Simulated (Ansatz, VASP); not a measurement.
# Si2Mo: VASP beside Ansatz

```
Si Mo
1.0
     4.55054    0.00000    0.00000
    -2.27527    3.94088    0.00000
     0.00000    0.00000    6.53138
Si Mo
6 3
Direct
  0.16423 0.83577 0.83333
  0.32845 0.16423 0.16667
  0.83577 0.67155 0.50000
  0.83577 0.16423 0.83333
  0.67155 0.83577 0.16667
  0.16423 0.32845 0.50000
  0.50000 0.00000 0.50000
  0.00000 0.50000 0.16667
  0.50000 0.50000 0.83333
```

Alike in both runs: functional LDA; k mesh 9 × 9 × 6; occupations gaussian, width 0.1 eV; no spin polarisation.

Ansatz relaxed the structure, and its values are those at the end. VASP's run is a single point on that final structure, the one shown.

|  | VASP | Ansatz |
| --- | --- | --- |
| version | VASP 6.6.1 | Ansatz 0.2.0 |
| potentials or method | VASP PAW LDA potentials, release 64 (Si, Mo_sv), cutoff 520 eV | scalar-relativistic, plane waves, PAW |
| valence electrons in the cell | 66 | 66 |

```csv
,VASP,Ansatz,Ansatz less VASP
gap on the k mesh at the Fermi level (eV),0.15,0.15,+0.006
least direct gap on the mesh (eV),0.58,0.58,+0.002
pressure (GPa),0.6,0.0,-0.66
```

LDA's correlation is that of Perdew and Zunger in VASP and of Perdew and Wang (1992) in Ansatz.
